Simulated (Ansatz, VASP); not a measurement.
## PtC18 in VASP and in Ansatz

```
C Pt
1.0
     7.39800    0.00000    0.00000
    -3.69900    6.40686    0.00000
     0.00000    0.00000   12.00000
C Pt
18 1
Direct
  0.99724 0.99421 0.08068
  0.22030 0.10662 0.08054
  0.99731 0.32747 0.07814
  0.21974 0.43969 0.07979
  0.99785 0.66115 0.07983
  0.22025 0.77334 0.07817
  0.33089 0.99461 0.08036
  0.55348 0.10661 0.08067
  0.32764 0.32548 0.08558
  0.55172 0.43630 0.10000
  0.33050 0.66114 0.07985
  0.55259 0.77535 0.08578
  0.66411 0.99421 0.08073
  0.88668 0.10622 0.08047
  0.66498 0.32547 0.08568
  0.88711 0.43969 0.07979
  0.66584 0.66450 0.10011
  0.88990 0.77536 0.08580
  0.60899 0.55017 0.26303
```

Alike in both runs: functional PBE; k mesh 2 × 2 × 1; occupations gaussian, width 0.02 eV; no spin polarisation.

Ansatz relaxed the structure, and its values are those at the end. VASP's run is a single point on that final structure, the one shown.

|  | VASP | Ansatz |
| --- | --- | --- |
| version | VASP 6.6.1 | Ansatz 0.2.0 |
| potentials or method | VASP PAW PBE potentials, release 64 (C, Pt), cutoff 520 eV | scalar-relativistic, plane waves, PAW |
| valence electrons in the cell | 82 | 90 |

Ansatz gave:

```
rms of the force components (eV/Å) : 0.006
```

Question: What did VASP give for the same quantities?

Answer: rms of the force components (eV/Å): 0.016.

The functional is the same, so the differences come from potentials, cutoffs and numerics. VASP's potentials hold 82 valence electrons a cell and Ansatz's 90, so a difference there can come from the potentials and not from the codes.

The k mesh is coarse, so the values compare programs but aren't converged. Neither program's run includes spin-orbit coupling.
